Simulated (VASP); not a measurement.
# LaH3 (Fm-3m) in VASP: further runs

LaH3 is run at these levels: r2SCAN; tasks: single point.

Program: VASP 6.6.1. These are calculated values, not measurements. Logs are shortened: lines on timing, memory, paths and dates and some standing lists are left out, and cuts for length are marked.

## Step 1: The cell of the first run

Symmetry: Fm-3m, No. 225, cubic system. The conventional cell has a = 5.526 Å, b = 5.526 Å, c = 5.526 Å, α = 90.00°, β = 90.00°, γ = 90.00°. La (site symmetry m-3m) has 14 H at 2.39 to 2.76 Å within 3.2 Å. H (site symmetry m-3m) has 8 H at 2.39 Å and 6 La at 2.76 Å within 3.2 Å. H (site symmetry -43m) has 4 La at 2.39 Å and 10 H at 2.39 to 2.76 Å within 3.2 Å.

## Step 2: Single point, r2SCAN

POSCAR

```
LaH3
1.0
    0.0000000000      2.7630621030      2.7630621030
    2.7630621030      0.0000000000      2.7630621030
    2.7630621030      2.7630621030      0.0000000000
La H
1 3
Direct
    0.0000000000      0.0000000000      0.0000000000
    0.5000000000      0.5000000000      0.5000000000
    0.7500000000      0.7500000000      0.7500000000
    0.2500000000      0.2500000000      0.2500000000
```

INCAR.step1

```
PREC     = Accurate       # precision mode
ENCUT    = 520            # plane-wave cutoff, eV
ISMEAR   = 1              # smearing method
SIGMA    = 0.1            # smearing width, eV
LREAL    = False          # projectors in reciprocal space
LASPH    = True           # aspherical terms in the spheres
NELM     = 80             # most SCF steps
NBANDS   = 15             # bands
GGA      = PE             # functional
ALGO     = Normal         # electronic algorithm
EDIFF    = 1E-4           # SCF threshold, eV
LWAVE    = True           # write WAVECAR
LCHARG   = False          # write CHGCAR
```

INCAR.step2

```
PREC     = Accurate       # precision mode
ENCUT    = 520            # plane-wave cutoff, eV
EDIFF    = 1E-6           # SCF threshold, eV
ISMEAR   = 1              # smearing method
SIGMA    = 0.1            # smearing width, eV
LREAL    = False          # projectors in reciprocal space
LASPH    = True           # aspherical terms in the spheres
NELM     = 80             # most SCF steps
ALGO     = Normal         # electronic algorithm
ISIF     = 2              # what is computed and relaxed
LWAVE    = False          # write WAVECAR
LCHARG   = True           # write CHGCAR
METAGGA  = R2SCAN         # meta-GGA
LMIXTAU  = True         
LELF     = True           # ELF
LVHAR    = True         
NBANDS   = 15             # bands
ISTART   = 1
```

KPOINTS

```
regular mesh
0
Gamma
  7 7 7
```

Potentials or basis: VASP PAW PBE potentials, release 64 (La, H).

The run is started by

```bash
$ cat potpaw_PBE.64/La/POTCAR potpaw_PBE.64/H/POTCAR > POTCAR
$ cp INCAR.step1 INCAR
$ mpirun -np 1 vasp_std > vasp.out
$ cp INCAR.step2 INCAR
$ mpirun -np 1 vasp_std > vasp.out
```

OUTCAR:

```text
PREC = Accurate
   ENCUT = 520
   EDIFF = 1E-6
   ISMEAR = 1
   LREAL = False
   LASPH = True
   NELM = 80
   ISIF = 2
   METAGGA = R2SCAN
   ISTART = 1

 ion  position               nearest neighbor table
   1  0.000  0.000  0.000-
   2  0.500  0.500  0.500-
   3  0.750  0.750  0.750-
   4  0.250  0.250  0.250-

  LATTYP: Found a face centered cubic cell.
 ALAT       =     5.5261242060

  Lattice vectors:

 A1 = (   0.0000000000,   2.7630621030,   2.7630621030)
 A2 = (   2.7630621030,   0.0000000000,   2.7630621030)
 A3 = (   2.7630621030,   2.7630621030,   0.0000000000)

Analysis of symmetry for initial positions (statically):
=====================================================================
 Subroutine PRICEL returns:
 Original cell was already a primitive cell.

 Routine SETGRP: Setting up the symmetry group for a
 face centered cubic supercell.

 Subroutine GETGRP returns: Found 48 space group operations
 (whereof 48 operations were pure point group operations)
 out of a pool of 48 trial point group operations.

The static configuration has the point symmetry O_h .

Analysis of symmetry for dynamics (positions and initial velocities):
=====================================================================
 Subroutine PRICEL returns:
 Original cell was already a primitive cell.

 Routine SETGRP: Setting up the symmetry group for a
 face centered cubic supercell.

 Subroutine GETGRP returns: Found 48 space group operations
 (whereof 48 operations were pure point group operations)
 out of a pool of 48 trial point group operations.

The dynamic configuration has the point symmetry O_h .

 Subroutine INISYM returns: Found 48 space group operations
 (whereof 48 operations are pure point group operations),
 and found     1 'primitive' translations

----------------------------------------------------------------------------------------

                                     Primitive cell

  volume of cell :      42.1893

  direct lattice vectors                    reciprocal lattice vectors
     0.000000000  2.763062103  2.763062103    -0.180958654  0.180958654  0.180958654
     2.763062103  0.000000000  2.763062103     0.180958654 -0.180958654  0.180958654
     2.763062103  2.763062103  0.000000000     0.180958654  0.180958654 -0.180958654

  length of vectors
     3.907559900  3.907559900  3.907559900     0.313429583  0.313429583  0.313429583

  position of ions in fractional coordinates (direct lattice)
     0.000000000  0.000000000  0.000000000
     0.500000000  0.500000000  0.500000000
     0.750000000  0.750000000  0.750000000
     0.250000000  0.250000000  0.250000000

  ion indices of the primitive-cell ions
   primitive index   ion index
                 1           1
                 2           2
                 3           3
                 4           4

----------------------------------------------------------------------------------------

 KPOINTS: regular mesh

Automatic generation of k-mesh.
 Grid dimensions read from file:
 generate k-points for:    7    7    7

 Generating k-lattice:

  Cartesian coordinates                     Fractional coordinates (reciprocal lattice)
    -0.025851236  0.025851236  0.025851236     0.142857143  0.000000000  0.000000000
     0.025851236 -0.025851236  0.025851236     0.000000000  0.142857143  0.000000000
     0.025851236  0.025851236 -0.025851236     0.000000000  0.000000000  0.142857143

  Length of vectors
     0.044775655  0.044775655  0.044775655

  Shift w.r.t. Gamma in fractional coordinates (k-lattice)
     0.000000000  0.000000000  0.000000000

 Subroutine IBZKPT returns following result:
 ===========================================

 Found     20 irreducible k-points:

 Following reciprocal coordinates:
            Coordinates               Weight
  0.000000  0.000000  0.000000      1.000000
  0.142857  0.000000  0.000000      8.000000
  0.285714  0.000000  0.000000      8.000000
  0.428571  0.000000  0.000000      8.000000
  0.142857  0.142857  0.000000      6.000000
  0.285714  0.142857  0.000000     24.000000
[... 12 lines left out ...]
 -0.428571  0.428571  0.142857     24.000000
 -0.285714  0.428571  0.142857     24.000000
   k-points           NKPTS =     20   k-points in BZ     NKDIM =     20   number of bands    NBANDS=     15
   number of dos      NEDOS =    301   number of ions     NIONS =      4
   total plane-waves  NPLWV =  27000
   dimension x,y,z NGX =    30 NGY =   30 NGZ =   30
   dimension x,y,z NGXF=    60 NGYF=   60 NGZF=   60
   ions per type =               1   3
   NGX,Y,Z   is equivalent  to a cutoff of  12.76, 12.76, 12.76 a.u.
   NGXF,Y,Z  is equivalent  to a cutoff of  25.53, 25.53, 25.53 a.u.
 SYSTEM =  unknown system
   PREC   = accura    normal or accurate (medium, high low for compatibility)
   ISTART =      1    job   : 0-new  1-cont  2-samecut
   ICHARG =      0    charge: 1-file 2-atom 10-const
   ISPIN  =      1    spin polarized calculation?
   LNONCOLLINEAR =      F non collinear calculations
   LSORBIT =      F    spin-orbit coupling
   LASPH  =      T    aspherical Exc in radial PAW
   ENCUT  =  520.0 eV  38.22 Ry    6.18 a.u.   7.27  7.27  7.27*2*pi/ulx,y,z
   NELM   =     80;   NELMIN=  2; NELMDL=  0     # of ELM steps
   EDIFF  = 0.1E-05   stopping-criterion for ELM
   LREAL  =      F    real-space projection
   EDIFFG = 0.1E-04   stopping-criterion for IOM
   NSW    =      0    number of steps for IOM
   IBRION =     -1    ionic relax: 0-MD 1-quasi-New 2-CG
   NFREE  =      0    steps in history (QN), initial steepest desc. (CG)
   ISIF   =      2    stress and relaxation
   ISYM   =      2    0-nonsym 1-usesym 2-fastsym
   POTIM  = 0.5000    time-step for ionic-motion
   TEBEG  =    0.0;   TEEND  =   0.0 temperature during run
   PSTRESS=    0.0 pullay stress
   NELECT =      14.0000    total number of electrons
   NUPDOWN=      -1.0000    fix difference up-down
   EMIN   =  10.00;   EMAX   =-10.00  energy-range for DOS
   EFERMI =   0.00;   METHOD = LEGACY
   ISMEAR =     1;   SIGMA  =   0.10  broadening in eV -4-tet -1-fermi 0-gaus
   EFERMI_NEDOS =   21; number of points for ismear=-14 and -15
   IALGO  =     38    algorithm
   IMIX   =      4    mixing-type and parameters
     AMIX     =   0.40;   BMIX     =  1.00
     AMIX_MAG =   1.60;   BMIX_MAG =  1.00
  volume/ion in A,a.u.               =      10.55        71.18
  Fermi-wavevector in a.u.,A,eV,Ry     =   1.133401  2.141817 17.478010  1.284597
  Thomas-Fermi vector in A             =   2.270104
   LORBIT       =      0    0 simple, 1 ext, 2 COOP (PROOUT), +10 PAW based schemes
   METAGGA = R2SCAN    functional components
   LHFCALC =     F    Hartree Fock is set to
   AEXX    =    0.0000 exact exchange contribution
   IVDW    =     0    specifies the selected vdW correction
   LEPSILON=     F    determine dielectric tensor
   LRPA    =     F    only Hartree local field effects (RPA)
 non-spin polarized calculation
 Methfessel and Paxton  Order N= 1 SIGMA  =   0.10
  energy-cutoff  :      520.00
  volume of cell :       42.19
 maximum number of plane-waves:      1154
 NGX is ok and might be reduce to    30
   NGX = 15   NGY = 15   NGZ = 15

 number of electron      13.9999999 magnetization

 Free energy of the ion-electron system (eV)
  ---------------------------------------------------
  ext. energy  EPLUGINS =         0.00000000
  ---------------------------------------------------
  free energy    TOTEN  =       -42.84114515 eV

  energy without entropy =      -42.84139471  energy(sigma->0) =      -42.84122834

 E-fermi :   8.3911     XC(G=0): -10.6214

 val. band max:        8.3298197260   @ k =   0.0000   0.0000   0.0000
 cond. band min:       8.4722975231   @ k =   0.4286   0.0000   0.0000
 fundamental gap:      0.1424777971
 Fermi energy:         8.3910934894

 k-point     1 :       0.0000    0.0000    0.0000
  band No.  band energies     occupation
      1     -26.5329      2.00000
      2      -9.2901      2.00000
      3      -9.2901      2.00000
      4      -9.2901      2.00000
      5      -0.3777      2.00000
      6       4.6568      2.00000
      7       8.3298      1.85130
      8       8.5782     -0.02373
      9       8.5782     -0.02373
     10       8.5782     -0.02373
     11       9.6517     -0.00000
     12       9.6517     -0.00000
     13       9.6517     -0.00000
     14      10.3265     -0.00000
     15      10.3265     -0.00000

 k-point     2 :       0.1429    0.0000    0.0000
  band No.  band energies     occupation
      1     -26.5060      2.00000
      2      -9.5599      2.00000
      3      -9.3154      2.00000
      4      -9.3154      2.00000
      5       0.1337      2.00000
      6       4.0644      2.00000
      7       7.4211      2.00000
      8       8.7191     -0.00004
      9       8.7191     -0.00004
     10       9.3952     -0.00000
     11       9.6102     -0.00000
     12       9.6102     -0.00000
     13      10.2103     -0.00000
     14      10.3077     -0.00000
     15      10.3077     -0.00000

 k-point     3 :       0.2857    0.0000    0.0000
  band No.  band energies     occupation
      1     -26.4447      2.00000
      2     -10.1027      2.00000
      3      -9.3715      2.00000
      4      -9.3715      2.00000
      5       1.1615      2.00000
      6       3.4433      2.00000
      7       6.2594      2.00000
      8       8.7058     -0.00008
      9       8.7058     -0.00008
     10       9.6589     -0.00000
     11       9.6589     -0.00000
     12      10.0437     -0.00000
     13      10.2335     -0.00000
     14      10.2335     -0.00000
     15      10.3359     -0.00000
[... 271 lines left out ...]
 k-point    19 :      -0.4286    0.4286    0.1429
  band No.  band energies     occupation
      1     -26.3477      2.00000
      2     -10.3282      2.00000
      3      -9.8089      2.00000
      4      -9.6507      2.00000
      5       2.5180      2.00000
      6       2.7107      2.00000
      7       4.0966      2.00000
      8       9.3242     -0.00000
      9       9.7594     -0.00000
     10       9.8573     -0.00000
     11      10.0664     -0.00000
     12      10.1122     -0.00000
     13      10.1148     -0.00000
     14      10.2765     -0.00000
     15      11.3540      0.00000

 k-point    20 :      -0.2857    0.4286    0.1429
  band No.  band energies     occupation
      1     -26.3433      2.00000
      2     -10.1566      2.00000
      3     -10.0632      2.00000
      4      -9.6357      2.00000
      5       2.9429      2.00000
      6       3.0689      2.00000
      7       3.5504      2.00000
      8       8.9910     -0.00000
      9       9.7719     -0.00000
     10       9.7977     -0.00000
     11      10.0880     -0.00000
     12      10.1236     -0.00000
     13      10.1633     -0.00000
     14      10.1861     -0.00000
     15      10.9928      0.00000

------------------------ aborting loop because EDIFF is reached ----------------------------------------

  FORCE on cell =-STRESS in cart. coord.  units (eV):
  Direction    XX          YY          ZZ          XY          YZ          ZX
  --------------------------------------------------------------------------------------
  -------------------------------------------------------------------------------------
  Total        0.4690684      0.4690684      0.4690684      0.0000000     -0.0000000      0.0000000
  in kB       17.8133163     17.8133163     17.8133163      0.0000000     -0.0000000      0.0000000
  external PRESSURE =      17.8133163 kB  Pullay stress =       0.0000000 kB

 VOLUME and BASIS-vectors are now :
 -----------------------------------------------------------------------------
  energy-cutoff  :      520.00
  volume of cell :       42.19
      direct lattice vectors                 reciprocal lattice vectors
     0.000000000  2.763062103  2.763062103    -0.180958654  0.180958654  0.180958654
     2.763062103  0.000000000  2.763062103     0.180958654 -0.180958654  0.180958654
     2.763062103  2.763062103  0.000000000     0.180958654  0.180958654 -0.180958654

 POSITION                                       TOTAL-FORCE (eV/Angst)
 -----------------------------------------------------------------------------------
      0.00000      0.00000      0.00000         0.000000     -0.000000     -0.000000
      2.76306      2.76306      2.76306         0.000000     -0.000000     -0.000000
      4.14459      4.14459      4.14459        -0.000000     -0.000000     -0.000000
      1.38153      1.38153      1.38153        -0.000000      0.000000      0.000000
 -----------------------------------------------------------------------------------
    total drift:                               -0.000000      0.000000     -0.000000

  FREE ENERGIE OF THE ION-ELECTRON SYSTEM (eV)
  ---------------------------------------------------
  free  energy   TOTEN  =       -42.8411451505 eV

  energy  without entropy=      -42.8413947137  energy(sigma->0) =      -42.84122834
```

It took 50 s on 1 thread of AMD EPYC 9R45 (Zen 5), shared host; peak memory 0.15 GiB.

What came out:

- Free energy: -42.8411 eV
- Pressure: 1.8 GPa
- Band gap on the k mesh: 0.14 eV, indirect (least direct gap 0.25 eV)

Caveat: the PAW data sets were made with another functional, which shifts forces and pressure a little; spin-orbit coupling is left out, which moves the levels of the heavy elements.

## Step 3: Single point, r2SCAN

This run uses another cell than the first one, of 10.82 Å³/atom, 1.026 times its volume.

POSCAR

```
LaH3
1.0
    0.0000000000      2.7864790000      2.7864790000
    2.7864790000      0.0000000000      2.7864790000
    2.7864790000      2.7864790000      0.0000000000
La H
1 3
Direct
    0.0000000000      0.0000000000      0.0000000000
    0.5000000000      0.5000000000      0.5000000000
    0.7500000000      0.7500000000      0.7500000000
    0.2500000000      0.2500000000      0.2500000000
```

INCAR.step1

```
SYSTEM = LaH3
  PREC = Accurate
  ENCUT = 520
  ISMEAR = 1
  SIGMA = 0.1
  LREAL = .FALSE.
  LASPH = .TRUE.
  NELM = 100
  NBANDS = 15
  GGA = PE
  ALGO = Normal
  EDIFF = 1E-4
  LWAVE = .TRUE.
  LCHARG = .FALSE.
```

INCAR.step2

```
SYSTEM = LaH3
  PREC = Accurate
  ENCUT = 520
  EDIFF = 1E-7
  ISMEAR = 1
  SIGMA = 0.1
  LREAL = .FALSE.
  LASPH = .TRUE.
  NELM = 100
  ALGO = Normal
  ISIF = 2
  LWAVE = .FALSE.
  LCHARG = .FALSE.
  METAGGA = R2SCAN
  LMIXTAU = .TRUE.
  NBANDS = 15
  ISTART = 1
```

KPOINTS

```
Automatic mesh
0
G
  7 7 7
  0 0 0
```

Potentials or basis: VASP PAW PBE potentials, release 64 (La, H).

The run is started by

```bash
$ cat potpaw_PBE.64/La/POTCAR potpaw_PBE.64/H/POTCAR > POTCAR
$ cp INCAR.step1 INCAR
$ mpirun -np 1 vasp_std > vasp.out
$ cp INCAR.step2 INCAR
$ mpirun -np 1 vasp_std > vasp.out
```

It took 54 s on 1 thread of AMD EPYC 9R45 (Zen 5), shared host; peak memory 0.15 GiB.

It converged, with:

* Free energy: -42.8468 eV
* Pressure: -0.3 GPa
* Band gap on the k mesh: 0.18 eV, indirect (least direct gap 0.28 eV)

Levels at points of the mesh, in eV from the valence-band top:
```csv
k point,band 4,band 5,band 6,band 7,band 8,band 9,band 10,band 11
"(0.00, 0.00, 0.00)",-17.68,-8.59,-3.58,0.00,0.28,0.28,0.28,1.29
```

Caveat: the PAW data sets were made with another functional, which shifts forces and pressure a little; spin-orbit coupling is left out, which moves the levels of the heavy elements. A k mesh can miss the band edges.

## Step 4: Single point, r2SCAN

This run uses another cell than the first one, of 11.09 Å³/atom, 1.051 times its volume.

POSCAR

```
LaH3
1.0
    0.0000000000      2.8095087964      2.8095087964
    2.8095087964      0.0000000000      2.8095087964
    2.8095087964      2.8095087964      0.0000000000
La H
1 3
Direct
    0.0000000000      0.0000000000      0.0000000000
    0.5000000000      0.5000000000      0.5000000000
    0.7500000000      0.7500000000      0.7500000000
    0.2500000000      0.2500000000      0.2500000000
```

INCAR.step1

```
PREC = Accurate
ENCUT = 520
ISMEAR = 1
SIGMA = 0.1
LREAL = False
LASPH = True
NELM = 60
NBANDS = 15
GGA = PE
ALGO = Normal
EDIFF = 1E-4
LWAVE = True
LCHARG = False
```

INCAR.step2

```
PREC = Accurate
ENCUT = 520
EDIFF = 1E-6
ISMEAR = 1
SIGMA = 0.1
LREAL = False
LASPH = True
NELM = 60
ALGO = Normal
ISIF = 2
LWAVE = False
LCHARG = False
METAGGA = R2SCAN
LMIXTAU = True
NBANDS = 15
ISTART = 1
```

KPOINTS

```
Automatic mesh
0
Gamma
  7 7 7
```

The run is started by

```bash
$ cat potpaw_PBE.64/La/POTCAR potpaw_PBE.64/H/POTCAR > POTCAR
$ cp INCAR.step1 INCAR
$ mpirun -np 1 vasp_std > vasp.out
$ cp INCAR.step2 INCAR
$ mpirun -np 1 vasp_std > vasp.out
```

Wall time 55 s (1 thread of AMD EPYC 9R45 (Zen 5), shared host); peak memory 0.15 GiB.

It converged, with:

```yaml
Free_energy: -42.8388 eV
Pressure: -2.3 GPa
Band_gap_on_the_k_mesh: 0.23 eV, indirect (least direct gap 0.32 eV)
```

Levels at points of the mesh, in eV from the valence-band top:
| k point | band 5 | band 6 | band 7 | band 8 | band 9 | band 10 |
| --- | --- | --- | --- | --- | --- | --- |
| (0.00, 0.00, 0.00) | -8.48 | -3.50 | 0.00 | 0.32 | 0.32 | 0.32 |

Caveat: the PAW data sets were made with another functional, which shifts forces and pressure a little; spin-orbit coupling is left out, which moves the levels of the heavy elements. A k mesh can miss the band edges.

## Step 5: Single point, r2SCAN

This run uses another cell than the first one, of 11.36 Å³/atom, 1.077 times its volume.

POSCAR

```
LaH3
1.0
    0.0000000000      2.8321671039      2.8321671039
    2.8321671039      0.0000000000      2.8321671039
    2.8321671039      2.8321671039      0.0000000000
La H
1 3
Direct
    0.0000000000      0.0000000000      0.0000000000
    0.5000000000      0.5000000000      0.5000000000
    0.7500000000      0.7500000000      0.7500000000
    0.2500000000      0.2500000000      0.2500000000
```

INCAR.step1 is that of step 4.

INCAR.step2 is that of step 4.

KPOINTS is that of step 4.

The run is started by

```bash
$ cat potpaw_PBE.64/La/POTCAR potpaw_PBE.64/H/POTCAR > POTCAR
$ cp INCAR.step1 INCAR
$ mpirun -np 1 vasp_std > vasp.out
$ cp INCAR.step2 INCAR
$ mpirun -np 1 vasp_std > vasp.out
```

Wall time 60 s (1 thread of AMD EPYC 9R45 (Zen 5), shared host); peak memory 0.15 GiB.

It converged, with:

```
Free energy            : -42.8188 eV
Pressure               : -4.0 GPa
Band gap on the k mesh : 0.26 eV, indirect (least direct gap 0.35 eV)
```

Levels at points of the mesh, in eV from the valence-band top:
| k point | band 5 | band 6 | band 7 | band 8 | band 9 | band 10 |
| --- | --- | --- | --- | --- | --- | --- |
| (0.00, 0.00, 0.00) | -8.36 | -3.42 | 0.00 | 0.35 | 0.35 | 0.35 |

Caveat: the PAW data sets were made with another functional, which shifts forces and pressure a little; spin-orbit coupling is left out, which moves the levels of the heavy elements. A k mesh can miss the band edges.

(Part 1 of 2 ends here.)
